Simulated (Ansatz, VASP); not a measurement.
MgO in VASP and in Ansatz

INCAR

```
PREC = Accurate ; ENCUT = 600
EDIFF = 1E-6 ; ISMEAR = 0
SIGMA = 0.05 ; LREAL = False
LASPH = True ; NELM = 120
ALGO = Normal ; ISIF = 2
LWAVE = False ; LCHARG = False
GGA = PS ; NBANDS = 16
GGA_COMPAT = False
```

Contents of KPOINTS:

```
Automatic mesh
0
Gamma
  9 9 6
```

Contents of POSCAR:

```
MgO
1.0
    3.3077869865      0.0000000000      0.0000000000
   -1.6538934933      2.8646275606      0.0000000000
    0.0000000000      0.0000000000      4.9828816700
Mg O
2 2
Direct
    0.3333333333      0.6666666667      0.0021597400
    0.6666666667      0.3333333333      0.5021597400
    0.4344905490      0.7407188881      0.2820280087
    0.6666666667      0.3333333333      0.9024402600
```

Input for Ansatz:

```yaml
crystal:
  lattice:
    - [3.3077869865, 0.0, 0.0]
    - [-1.6538934933, 2.8646275606, 0.0]
    - [0.0, 0.0, 4.98288167]
  atoms:
    - { symbol: Mg, position: [0.3333333333, 0.6666666667, 0.00215974] }
    - { symbol: Mg, position: [0.6666666667, 0.3333333333, 0.50215974] }
    - { symbol: O, position: [0.434490549, 0.7407188881, 0.2820280087] }
    - { symbol: O, position: [0.6666666667, 0.3333333333, 0.90244026] }
basis:
  ecutwfc: 420
kpoints:
  mp_grid: { grid: [9, 9, 6] }
hamiltonian:
  xc: pbesol
scf:
  occupations: { method: gaussian, width: 0.05 }
output:
  forces: true
  stress: true
  eigenvalues: true
```

Alike in both runs: task single point; functional PBEsol; k mesh 9 × 9 × 6; occupations gaussian, width 0.05 eV; no spin polarisation.

|  | VASP | Ansatz |
| --- | --- | --- |
| version | VASP 6.6.1 | Ansatz 0.2.0 |
| potentials or method | VASP PAW PBE potentials, release 64 (Mg, O), cutoff 600 eV | scalar-relativistic, plane waves, PAW |
| valence electrons in the cell | 16 | 32 |

```tsv
	VASP	Ansatz	Ansatz less VASP
gap on the k mesh at the Fermi level (eV)	2.71	2.69	-0.017
least direct gap on the mesh (eV)	2.77	2.76	-0.009
rms of the force components (eV/Å)	9.358	8.914	-0.4440
```

VASP's potentials were made for PBE, not for PBEsol. Atom by atom the forces differ by 0.447 eV/Å (rms over components). With one functional, cell and mesh, what is left measures potentials, basis and numerics. VASP's potentials hold 16 valence electrons a cell and Ansatz's 32, so a difference there can come from the potentials and not from the codes.
